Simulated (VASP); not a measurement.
Here is a VASP 6.6.1 calculation.

Contents of INCAR:

```
PREC     = Accurate       # precision mode
ENCUT    = 600            # plane-wave cutoff, eV
EDIFF    = 1E-6           # SCF threshold, eV
ISMEAR   = 0              # smearing method
SIGMA    = 0.1            # smearing width, eV
LREAL    = F              # projectors in reciprocal space
LASPH    = T              # aspherical terms in the spheres
NELM     = 100            # most SCF steps
ALGO     = Normal         # electronic algorithm
ISIF     = 3              # what is computed and relaxed
LWAVE    = F              # write WAVECAR
LCHARG   = F              # write CHGCAR
GGA      = PE             # functional
IBRION   = 2              # ionic algorithm
NSW      = 100            # ionic steps
EDIFFG   = -0.005         # ionic threshold
```

KPOINTS

```
regular mesh
0
Gamma
  12 12 6
```

POSCAR

```
Ba
1.0
    4.4660750000      0.0000000000      0.0000000000
   -2.2330380000      3.8677350000      0.0000000000
    0.0000000000      0.0000000000      7.2930700000
Ba
2
Direct
    0.0000000000      0.0000000000      0.0000000000
    0.3333333300      0.6666666700      0.5000000000
```

Potentials or basis: VASP PAW PBE potentials, release 64 (Ba_sv).

Launch:

```bash
$ cat potpaw_PBE.64/Ba_sv/POTCAR > POTCAR
$ mpirun -np 1 vasp_std > vasp.out
```

(1) Estimate the band gap on the k mesh.

(2) Estimate the relaxed volume.

Answers

(1) zero (bands 10 and 11 overlap by 0.32 eV).

(2) 63.91 Å³/atom.

Caveat: spin-orbit coupling is left out, which moves the levels of the heavy elements.
